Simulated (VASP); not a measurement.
# Mg5ZnS6 (P-3m1) in VASP: a series of runs

Runs on Mg5ZnS6. Level: PBE. Tasks: single point.

All numbers are computed with VASP 6.6.1; they aren't measurements. Logs are shortened: lines on timing, memory, paths and dates and some standing lists are left out, and cuts for length are marked.

### Step 1. The cell of the first run

It takes space group P-3m1 (No. 164, trigonal). Conventional cell: a = 3.686 Å, b = 3.686 Å, c = 18.027 Å, α = 90.00°, β = 90.00°, γ = 120.00°. Within 3.4 Å of Mg (site symmetry 3m) lie 6 S at 2.61 Å. Mg (site symmetry -3m) has 6 S at 2.61 Å within 3.4 Å. Mg (site symmetry 3m) has 6 S at 2.61 to 2.62 Å within 3.4 Å. Within 3.4 Å of Zn (site symmetry -3m) lie 6 S at 2.57 Å. S (site symmetry 3m) has 6 Mg at 2.61 Å within 3.4 Å. S (site symmetry 3m) has 6 Mg at 2.61 Å within 3.4 Å. Within 3.4 Å of S (site symmetry 3m) lie 3 Zn at 2.57 Å and 3 Mg at 2.62 Å.

### Step 2. Single point, PBE

Contents of INCAR:

```
SYSTEM = Mg5ZnS6
PREC = Accurate ; ENCUT = 600
EDIFF = 1E-6 ; ISMEAR = 0
SIGMA = 0.1 ; LREAL = .FALSE.
LASPH = .TRUE. ; NELM = 120
ALGO = Normal ; ISIF = 2
LWAVE = .FALSE. ; LCHARG = .FALSE.
GGA = PE ; NBANDS = 41
GGA_COMPAT = .FALSE.
```

Contents of KPOINTS:

```
Automatic mesh
0
G
  6 6 1
  0 0 0
```

Contents of POSCAR:

```
Mg5ZnS6
1.0
    3.6864348681      0.0000000028      0.0000000000
   -1.8432174365      3.1925462438      0.0000000000
    0.0000000000      0.0000000000     18.0266199389
Mg Zn S
5 1 6
Direct
    0.3333333333      0.6666666667      0.8322553176
    0.0000000000      0.0000000000      0.0000000000
    0.6666666667      0.3333333333      0.1677446824
    0.3333333333      0.6666666667      0.3353543278
    0.6666666667      0.3333333333      0.6646456722
    0.0000000000      0.0000000000      0.5000000000
    0.6666666667      0.3333333333      0.9161297890
    0.3333333333      0.6666666667      0.0838702110
    0.0000000000      0.0000000000      0.2515880755
    0.6666666667      0.3333333333      0.4200299141
    0.3333333333      0.6666666667      0.5799700859
    0.0000000000      0.0000000000      0.7484119245
```

Potentials or basis: VASP PAW PBE potentials, release 64 (Mg, Zn, S).

On the command line:

```
cat potpaw_PBE.64/Mg/POTCAR potpaw_PBE.64/Zn/POTCAR potpaw_PBE.64/S/POTCAR > POTCAR
mpirun -np 1 vasp_std > vasp.out
```

OUTCAR:

```text
SYSTEM = Mg5ZnS6
   PREC = Accurate
   ENCUT = 600
   EDIFF = 1E-6
   ISMEAR = 0
   LREAL = .FALSE.
   LASPH = .TRUE.
   NELM = 120
   ISIF = 2
   GGA = PE

 ion  position               nearest neighbor table
   1  0.333  0.667  0.832-  12 2.61  12 2.61  12 2.61   7 2.61   7 2.61   7 2.61
   2  0.000  0.000  0.000-   7 2.61   8 2.61   7 2.61   8 2.61   7 2.61   8 2.61
   3  0.667  0.333  0.168-   9 2.61   9 2.61   9 2.61   8 2.61   8 2.61   8 2.61
   4  0.333  0.667  0.335-   9 2.61   9 2.61   9 2.61  10 2.62  10 2.62  10 2.62
   5  0.667  0.333  0.665-  12 2.61  12 2.61  12 2.61  11 2.62  11 2.62  11 2.62
   6  0.000  0.000  0.500-  10 2.57  11 2.57  10 2.57  11 2.57  10 2.57  11 2.57
   7  0.667  0.333  0.916-   2 2.61   2 2.61   2 2.61   1 2.61   1 2.61   1 2.61
   8  0.333  0.667  0.084-   2 2.61   2 2.61   2 2.61   3 2.61   3 2.61   3 2.61
   9  0.000  0.000  0.252-   4 2.61   4 2.61   4 2.61   3 2.61   3 2.61   3 2.61
  10  0.667  0.333  0.420-   6 2.57   6 2.57   6 2.57   4 2.62   4 2.62   4 2.62
  11  0.333  0.667  0.580-   6 2.57   6 2.57   6 2.57   5 2.62   5 2.62   5 2.62
  12  0.000  0.000  0.748-   5 2.61   5 2.61   5 2.61   1 2.61   1 2.61   1 2.61

  LATTYP: Found a hexagonal cell.
 ALAT       =     3.6864348681
 C/A-ratio  =     4.8899873683

  Lattice vectors:

 A1 = (   3.6864348681,   0.0000000028,   0.0000000000)
 A2 = (  -1.8432174365,   3.1925462438,   0.0000000000)
 A3 = (   0.0000000000,   0.0000000000,  18.0266199389)

Analysis of symmetry for initial positions (statically):
=====================================================================
 Subroutine PRICEL returns:
 Original cell was already a primitive cell.

 Routine SETGRP: Setting up the symmetry group for a
 hexagonal supercell.

 Subroutine GETGRP returns: Found 12 space group operations
 (whereof 12 operations were pure point group operations)
 out of a pool of 24 trial point group operations.

The static configuration has the point symmetry D_3d.

Analysis of symmetry for dynamics (positions and initial velocities):
=====================================================================
 Subroutine PRICEL returns:
 Original cell was already a primitive cell.

 Routine SETGRP: Setting up the symmetry group for a
 hexagonal supercell.

 Subroutine GETGRP returns: Found 12 space group operations
 (whereof 12 operations were pure point group operations)
 out of a pool of 24 trial point group operations.

The dynamic configuration has the point symmetry D_3d.

 Subroutine INISYM returns: Found 12 space group operations
 (whereof 12 operations are pure point group operations),
 and found     1 'primitive' translations

----------------------------------------------------------------------------------------

                                     Primitive cell

  volume of cell :     212.1573

  direct lattice vectors                    reciprocal lattice vectors
     3.686434868  0.000000003  0.000000000     0.271264795  0.156614803  0.000000000
    -1.843217437  3.192546244  0.000000000    -0.000000000  0.313229605  0.000000000
     0.000000000  0.000000000 18.026619939     0.000000000  0.000000000  0.055473517

  length of vectors
     3.686434868  3.686434868 18.026619939     0.313229605  0.313229605  0.055473517

  position of ions in fractional coordinates (direct lattice)
     0.333333333  0.666666667  0.832255318
     0.000000000  0.000000000  0.000000000
     0.666666667  0.333333333  0.167744682
     0.333333333  0.666666667  0.335354328
     0.666666667  0.333333333  0.664645672
     0.000000000  0.000000000  0.500000000
     0.666666667  0.333333333  0.916129789
     0.333333333  0.666666667  0.083870211
     0.000000000  0.000000000  0.251588076
     0.666666667  0.333333333  0.420029914
     0.333333333  0.666666667  0.579970086
     0.000000000  0.000000000  0.748411924

  ion indices of the primitive-cell ions
   primitive index   ion index
                 1           1
                 2           2
                 3           3
                 4           4
                 5           5
                 6           6
                 7           7
                 8           8
                 9           9
                10          10
                11          11
                12          12

----------------------------------------------------------------------------------------

 KPOINTS: Automatic mesh

Automatic generation of k-mesh.
 Grid dimensions read from file:
 generate k-points for:    6    6    1

 Generating k-lattice:

  Cartesian coordinates                     Fractional coordinates (reciprocal lattice)
     0.045210799  0.026102467  0.000000000     0.166666667 -0.000000000  0.000000000
    -0.000000000  0.052204934  0.000000000     0.000000000  0.166666667  0.000000000
     0.000000000  0.000000000  0.055473517     0.000000000  0.000000000  1.000000000

  Length of vectors
     0.052204934  0.052204934  0.055473517

  Shift w.r.t. Gamma in fractional coordinates (k-lattice)
     0.000000000  0.000000000  0.000000000

 Subroutine IBZKPT returns following result:
 ===========================================

 Found      7 irreducible k-points:

 Following reciprocal coordinates:
            Coordinates               Weight
  0.000000  0.000000  0.000000      1.000000
  0.166667  0.000000  0.000000      6.000000
  0.333333  0.000000  0.000000      6.000000
  0.500000  0.000000  0.000000      3.000000
  0.166667  0.166667  0.000000      6.000000
  0.333333  0.166667  0.000000     12.000000
  0.333333  0.333333  0.000000      2.000000
   k-points           NKPTS =      7   k-points in BZ     NKDIM =      7   number of bands    NBANDS=     41
   number of dos      NEDOS =    301   number of ions     NIONS =     12
   total plane-waves  NPLWV = 129600
   dimension x,y,z NGX =    30 NGY =   30 NGZ =  144
   dimension x,y,z NGXF=    60 NGYF=   60 NGZF=  288
   ions per type =               5   1   6
   NGX,Y,Z   is equivalent  to a cutoff of  13.53, 13.53, 13.28 a.u.
   NGXF,Y,Z  is equivalent  to a cutoff of  27.06, 27.06, 26.56 a.u.
 SYSTEM =  Mg5ZnS6
   PREC   = accura    normal or accurate (medium, high low for compatibility)
   ISTART =      0    job   : 0-new  1-cont  2-samecut
   ICHARG =      2    charge: 1-file 2-atom 10-const
   ISPIN  =      1    spin polarized calculation?
   LNONCOLLINEAR =      F non collinear calculations
   LSORBIT =      F    spin-orbit coupling
   LASPH  =      T    aspherical Exc in radial PAW
   ENCUT  =  600.0 eV  44.10 Ry    6.64 a.u.   7.36  7.36 36.00*2*pi/ulx,y,z
   NELM   =    120;   NELMIN=  2; NELMDL= -5     # of ELM steps
   EDIFF  = 0.1E-05   stopping-criterion for ELM
   LREAL  =      F    real-space projection
   EDIFFG = 0.1E-04   stopping-criterion for IOM
   NSW    =      0    number of steps for IOM
   IBRION =     -1    ionic relax: 0-MD 1-quasi-New 2-CG
   NFREE  =      0    steps in history (QN), initial steepest desc. (CG)
   ISIF   =      2    stress and relaxation
   ISYM   =      2    0-nonsym 1-usesym 2-fastsym
   POTIM  = 0.5000    time-step for ionic-motion
   TEBEG  =    0.0;   TEEND  =   0.0 temperature during run
   PSTRESS=    0.0 pullay stress
   NELECT =      58.0000    total number of electrons
   NUPDOWN=      -1.0000    fix difference up-down
   EMIN   =  10.00;   EMAX   =-10.00  energy-range for DOS
   EFERMI =   0.00;   METHOD = LEGACY
   ISMEAR =     0;   SIGMA  =   0.10  broadening in eV -4-tet -1-fermi 0-gaus
   EFERMI_NEDOS =   21; number of points for ismear=-14 and -15
   IALGO  =     38    algorithm
   IMIX   =      4    mixing-type and parameters
     AMIX     =   0.40;   BMIX     =  1.00
     AMIX_MAG =   1.60;   BMIX_MAG =  1.00
  volume/ion in A,a.u.               =      17.68       119.31
  Fermi-wavevector in a.u.,A,eV,Ry     =   1.062506  2.007846 15.359881  1.128919
  Thomas-Fermi vector in A             =   2.197959
   LORBIT       =      0    0 simple, 1 ext, 2 COOP (PROOUT), +10 PAW based schemes
   GGA     = PE    functional components
   LHFCALC =     F    Hartree Fock is set to
   AEXX    =    0.0000 exact exchange contribution
   IVDW    =     0    specifies the selected vdW correction
   LEPSILON=     F    determine dielectric tensor
   LRPA    =     F    only Hartree local field effects (RPA)
 non-spin polarized calculation
 Gauss-broadening in eV      SIGMA  =   0.10
  energy-cutoff  :      600.00
  volume of cell :      212.16
 maximum number of plane-waves:      7159
 NGX is ok and might be reduce to    30
   NGX = 15   NGY = 15   NGZ = 73

 number of electron      57.9999996 magnetization

 Free energy of the ion-electron system (eV)
  ---------------------------------------------------
  ext. energy  EPLUGINS =         0.00000000
  ---------------------------------------------------
  free energy    TOTEN  =       -48.65775221 eV

  energy without entropy =      -48.65775221  energy(sigma->0) =      -48.65775221

 E-fermi :   4.0756     XC(G=0):  -9.8058

 val. band max:        3.6324289000   @ k =   0.0000   0.0000   0.0000
 cond. band min:       5.4816589776   @ k =   0.5000   0.0000   0.0000
 fundamental gap:      1.8492300776
 Fermi energy:         4.0756268566

 k-point     1 :       0.0000    0.0000    0.0000
  band No.  band energies     occupation
      1      -9.1752      2.00000
      2      -8.9150      2.00000
      3      -8.8263      2.00000
      4      -8.2565      2.00000
      5      -8.1934      2.00000
      6      -7.8102      2.00000
[... 33 lines left out ...]
     40      10.9393      0.00000
     41      10.9439      0.00000

 k-point     2 :       0.1667    0.0000    0.0000
  band No.  band energies     occupation
      1      -8.9333      2.00000
      2      -8.6920      2.00000
      3      -8.6132      2.00000
      4      -8.0869      2.00000
      5      -8.0385      2.00000
      6      -7.6964      2.00000
[... 33 lines left out ...]
     40      10.7330      0.00000
     41      10.9182      0.00000

 k-point     3 :       0.3333    0.0000    0.0000
  band No.  band energies     occupation
      1      -8.3222      2.00000
      2      -8.1505      2.00000
      3      -8.0917      2.00000
      4      -7.7444      2.00000
      5      -7.6958      2.00000
      6      -7.4946      2.00000
[... 33 lines left out ...]
     40      10.5923      0.00000
     41      10.6380      0.00000

 k-point     4 :       0.5000    0.0000    0.0000
  band No.  band energies     occupation
      1      -7.8230      2.00000
      2      -7.7603      2.00000
      3      -7.7508      2.00000
      4      -7.6161      2.00000
      5      -7.5641      2.00000
      6      -7.4752      2.00000
[... 33 lines left out ...]
     40       9.9784      0.00000
     41      10.2740      0.00000

 k-point     5 :       0.1667    0.1667    0.0000
  band No.  band energies     occupation
      1      -8.5036      2.00000
      2      -8.3031      2.00000
      3      -8.2447      2.00000
      4      -7.8151      2.00000
      5      -7.7956      2.00000
      6      -7.5334      2.00000
[... 33 lines left out ...]
     40      10.3460      0.00000
     41      10.6712      0.00000

 k-point     6 :       0.3333    0.1667    0.0000
  band No.  band energies     occupation
      1      -7.8969      2.00000
      2      -7.8124      2.00000
      3      -7.7414      2.00000
      4      -7.6069      2.00000
      5      -7.5194      2.00000
      6      -7.4439      2.00000
[... 33 lines left out ...]
     40       9.9922      0.00000
     41      10.5865      0.00000

 k-point     7 :       0.3333    0.3333    0.0000
  band No.  band energies     occupation
      1      -7.5816      2.00000
      2      -7.5816      2.00000
      3      -7.5176      2.00000
      4      -7.5176      2.00000
      5      -7.5164      2.00000
      6      -7.5161      2.00000
[... 33 lines left out ...]
     40      11.3139      0.00000
     41      11.3139      0.00000

------------------------ aborting loop because EDIFF is reached ----------------------------------------

  FORCE on cell =-STRESS in cart. coord.  units (eV):
  Direction    XX          YY          ZZ          XY          YZ          ZX
  --------------------------------------------------------------------------------------
  -------------------------------------------------------------------------------------
  Total       -0.1954678     -0.1954678     -0.1677754      0.0000000      0.0000000      0.0000000
  in kB       -1.4761409     -1.4761409     -1.2670122      0.0000000      0.0000000      0.0000000
  external PRESSURE =      -1.4064313 kB  Pullay stress =       0.0000000 kB

 VOLUME and BASIS-vectors are now :
 -----------------------------------------------------------------------------
  energy-cutoff  :      600.00
  volume of cell :      212.16
      direct lattice vectors                 reciprocal lattice vectors
     3.686434868  0.000000003  0.000000000     0.271264795  0.156614803  0.000000000
    -1.843217437  3.192546244  0.000000000    -0.000000000  0.313229605  0.000000000
     0.000000000  0.000000000 18.026619939     0.000000000  0.000000000  0.055473517

 POSITION                                       TOTAL-FORCE (eV/Angst)
 -----------------------------------------------------------------------------------
     -0.00000      2.12836     15.00275         0.000000     -0.000000      0.000644
      0.00000      0.00000      0.00000        -0.000000     -0.000000     -0.000000
      1.84322      1.06418      3.02387        -0.000000     -0.000000     -0.000644
     -0.00000      2.12836      6.04531        -0.000000     -0.000000      0.001361
      1.84322      1.06418     11.98131        -0.000000     -0.000000     -0.001361
      0.00000      0.00000      9.01331        -0.000000     -0.000000     -0.000000
      1.84322      1.06418     16.51472        -0.000000     -0.000000      0.000179
     -0.00000      2.12836      1.51190         0.000000     -0.000000     -0.000179
      0.00000      0.00000      4.53528        -0.000000      0.000000     -0.001242
      1.84322      1.06418      7.57172        -0.000000      0.000000     -0.029511
     -0.00000      2.12836     10.45490         0.000000     -0.000000      0.029511
      0.00000      0.00000     13.49134        -0.000000     -0.000000      0.001242
 -----------------------------------------------------------------------------------
    total drift:                                0.000000     -0.000000      0.000000

  FREE ENERGIE OF THE ION-ELECTRON SYSTEM (eV)
  ---------------------------------------------------
  free  energy   TOTEN  =       -48.6577522106 eV

  energy  without entropy=      -48.6577522106  energy(sigma->0) =      -48.65775221
```

Run time: 4.5 min. Hardware: 1 thread of Intel Xeon 8259CL, shared host; peak memory 0.39 GiB.

Results:

```yaml
Free_energy: -48.6578 eV
Pressure: -0.1 GPa
Largest_force: 0.030 eV/Å
Band_gap_on_the_k_mesh: 1.85 eV (least direct gap 2.19 eV)
```

Forces in eV/Å, atoms in the order of the input:
```
Mg   0.000  0.000  0.001
Mg   0.000  0.000  0.000
Mg   0.000  0.000 -0.001
Mg   0.000  0.000  0.001
Mg   0.000  0.000 -0.001
Zn   0.000  0.000  0.000
S    0.000  0.000  0.000
S    0.000  0.000  0.000
S    0.000  0.000 -0.001
S    0.000  0.000 -0.030
S    0.000  0.000  0.030
S    0.000  0.000  0.001
```

Levels at points of the mesh, in eV from the valence-band top:
| k point | band 26 | band 27 | band 28 | band 29 | band 30 | band 31 | band 32 | band 33 |
| --- | --- | --- | --- | --- | --- | --- | --- | --- |
| (0.00, 0.00, 0.00) | -0.11 | -0.09 | 0.00 | 0.00 | 3.13 | 4.34 | 4.34 | 4.58 |
| (0.50, 0.00, 0.00) | -1.04 | -0.87 | -0.42 | -0.34 | 1.85 | 3.18 | 3.53 | 4.41 |

Caveat: an odd mesh through Γ misses points on the zone boundary, where band edges can lie.

### Step 3. Single point, PBE

Contents of INCAR:

```
PREC = Accurate ; ENCUT = 600
EDIFF = 1E-6 ; ISMEAR = 0
SIGMA = 0.1 ; LREAL = F
LASPH = T ; NELM = 120
ALGO = Normal ; ISIF = 2
LWAVE = F ; LCHARG = F
GGA = PE ; NBANDS = 41
GGA_COMPAT = F
```

Contents of KPOINTS:

```
Automatic mesh
0
Gamma
  6 6 1
```

Changes to POSCAR since step 2:

```diff
@@ -2,4 +2,4 @@
 1.0
-    3.6864348681      0.0000000028      0.0000000000
-   -1.8432174365      3.1925462438      0.0000000000
+    3.6864348681      0.0000000000      0.0000000000
+   -1.8432174341      3.1925462452      0.0000000000
     0.0000000000      0.0000000000     18.0266199389
```

Potentials or basis: VASP PAW PBE potentials, release 64 (Mg, Zn, S).

On the command line:

```
cat potpaw_PBE.64/Mg/POTCAR potpaw_PBE.64/Zn/POTCAR potpaw_PBE.64/S/POTCAR > POTCAR
mpirun -np 1 vasp_std > vasp.out
```

It took 4.7 min on 1 thread of Intel Xeon 8259CL, shared host; peak memory 0.39 GiB.

It converged, with:

| Quantity | Value |
| --- | --- |
| Free energy | -48.6578 eV |
| Pressure | -0.1 GPa |
| Largest force | 0.030 eV/Å |
| Band gap on the k mesh | 1.85 eV (least direct gap 2.19 eV) |

Forces in eV/Å, atoms in the order of the input:
```
Mg   0.000  0.000  0.001
Mg   0.000  0.000  0.000
Mg   0.000  0.000 -0.001
Mg   0.000  0.000  0.001
Mg   0.000  0.000 -0.001
Zn   0.000  0.000  0.000
S    0.000  0.000  0.000
S    0.000  0.000  0.000
S    0.000  0.000 -0.001
S    0.000  0.000 -0.030
S    0.000  0.000  0.030
S    0.000  0.000  0.001
```

Levels at points of the mesh, in eV from the valence-band top:
```
           k point  band 26  band 27  band 28  band 29  band 30  band 31  band 32  band 33
(0.00, 0.00, 0.00)    -0.11    -0.09     0.00     0.00     3.13     4.34     4.34     4.58
(0.50, 0.00, 0.00)    -1.04    -0.87    -0.42    -0.34     1.85     3.18     3.53     4.41
```

Caveat: an odd mesh through Γ misses points on the zone boundary, where band edges can lie.
